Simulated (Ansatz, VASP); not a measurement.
# Two plane-wave programs on SiC

INCAR

```
SYSTEM = SiC
PREC = Accurate ; ENCUT = 520
EDIFF = 1E-6 ; ISMEAR = 0
SIGMA = 0.05 ; LREAL = .FALSE.
LASPH = .TRUE. ; NELM = 80
ALGO = Normal ; ISIF = 2
LWAVE = .FALSE. ; LCHARG = .FALSE.
GGA = PE ; NBANDS = 16
```

File KPOINTS:

```
Automatic mesh
0
G
  10 10 6
  0 0 0
```

Contents of POSCAR:

```
SiC
1.0
    0.0000000000     -2.1898640950     -2.1898640950
    0.0000000000      2.1898640950     -2.1898640950
    4.3797281900      0.0000000000      0.0000000000
Si C
2 2
Direct
    0.5599352263      0.4400647737      0.5000000000
   -0.0599352263      0.0599352263      0.0000000000
    1.0394000508      0.5394000508      0.2500000000
    0.4605999492     -0.0394000508      0.7500000000
```

Input for Ansatz:

```yaml
crystal:
  lattice:
    - [0.0, -2.189864095, -2.189864095]
    - [0.0, 2.189864095, -2.189864095]
    - [4.37972819, 0.0, 0.0]
  atoms:
    - { symbol: Si, position: [0.5599352263, 0.4400647737, 0.5] }
    - { symbol: Si, position: [-0.0599352263, 0.0599352263, 0.0] }
    - { symbol: C, position: [1.0394000508, 0.5394000508, 0.25] }
    - { symbol: C, position: [0.4605999492, -0.0394000508, 0.75] }
basis:
  ecutwfc: 420
kpoints:
  mp_grid: { grid: [10, 10, 6] }
hamiltonian:
  xc: pbe
scf:
  occupations: { method: gaussian, width: 0.05 }
output:
  forces: true
  stress: true
  eigenvalues: true
```

Change from the starting cell: mode 4 (360.1 1/cm) frozen in, largest displacement +0.263 Å.

Alike in both runs: task single point; functional PBE; k mesh 10 × 10 × 6; occupations gaussian, width 0.05 eV; no spin polarisation.

```csv
,VASP,Ansatz
version,VASP 6.6.1,Ansatz 0.2.0
potentials or method,"VASP PAW PBE potentials, release 64 (Si, C), cutoff 520 eV","scalar-relativistic, plane waves, PAW"
valence electrons in the cell,16,16
```

|  | VASP | Ansatz | Ansatz less VASP |
| --- | --- | --- | --- |
| gap on the k mesh at the Fermi level (eV) | 0.79 | 0.79 | +0.003 |
| least direct gap on the mesh (eV) | 1.07 | 1.07 | +0.003 |
| pressure (GPa) | -1.4 | -1.3 | +0.02 |
| traceless stress, the component that is largest in VASP (GPa) | 4.62 | 4.63 | +0.016 |
| rms of the force components (eV/Å) | 1.398 | 1.395 | -0.0031 |

Atom by atom the forces differ by 0.003 eV/Å (rms over components).
